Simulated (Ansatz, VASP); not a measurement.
One calculation of Co, two programs

Contents of INCAR:

```
SYSTEM = Co
ALGO = Normal
EDIFF = 1E-6
ENCUT = 520
ISIF = 2
ISMEAR = 1
ISPIN = 2
LASPH = .TRUE.
LCHARG = .FALSE.
LMAXMIX = 4
LORBIT = 11
LREAL = .FALSE.
LWAVE = .FALSE.
MAGMOM = 1.558 1.558
NBANDS = 20
NELM = 150
PREC = Accurate
SIGMA = 0.2
```

Contents of KPOINTS:

```
k-points
0
G
  15 15 8
  0 0 0
```

File POSCAR:

```
Co
1.0
    2.4273810165      0.0000000000      0.0000000000
   -1.2136905082      2.1021736250      0.0000000000
    0.0000000000      0.0000000000      3.9230481332
Co
2
Direct
    0.3333333333      0.6666666667      0.2500000000
    0.6666666667      0.3333333333      0.7500000000
```

Input for Ansatz:

```yaml
crystal:
  lattice:
    - [2.4273810165, 0.0, 0.0]
    - [-1.2136905082, 2.102173625, 0.0]
    - [0.0, 0.0, 3.9230481332]
  atoms:
    - { symbol: Co, position: [0.3333333333, 0.6666666667, 0.25], spin: 1.558 }
    - { symbol: Co, position: [0.6666666667, 0.3333333333, 0.75], spin: 1.558 }
hamiltonian:
  xc: lda
  pseudopotentials:
    kind: paw
    azcp:
      Co: "pseudopotentials/Co.paw.azcp"
basis:
  ecutwfc: 420
  fft_grid_basis: typed
kpoints:
  mp_grid: { grid: [15, 15, 8], shift: [0, 0, 0] }
magnetization:
  spin_polarized: true
scf:
  occupations: { method: methfessel_paxton, width: 0.2 }
  lower_state_search: "off"
output:
  stress: true
  write_density: true
  write_potential: true
  elf: true
  volumetric_format: npy
```

Alike in both runs: task single point; functional LDA; k mesh 15 × 15 × 8; occupations methfessel-paxton of order 1, width 0.2 eV; collinear spin.

```csv
,VASP,Ansatz
version,VASP 6.6.1,Ansatz 0.2.0
potentials or method,"VASP PAW LDA potentials, release 64 (Co), cutoff 520 eV","plane waves (420 eV) with PAW, scalar-relativistic"
valence electrons in the cell,18,34
```

Ansatz gave:

| Quantity | Value |
| --- | --- |
| pressure (GPa) | 0.3 |
| traceless stress, the component that is largest in VASP (GPa) | -0.69 |
| net moment per atom (μB) | 1.53 |
| size of the moment on the site where the two differ most (μB) | 1.58 |

What did VASP give for the same quantities?

Pressure (GPa): -0.9; traceless stress, the component that is largest in VASP (GPa): -0.70; net moment per atom (μB): 1.51; size of the moment on the site where the two differ most (μB): 1.50.

Ansatz warns that its potentials were made for another functional, while VASP's fit it. LDA's correlation is that of Perdew and Zunger in VASP and of Perdew and Wang (1992) in Ansatz. Site moments also hang on the region over which each program counts them. VASP's potentials hold 18 valence electrons a cell and Ansatz's 34, so a difference there can come from the potentials and not from the codes. Ansatz's warnings: stability check not made.
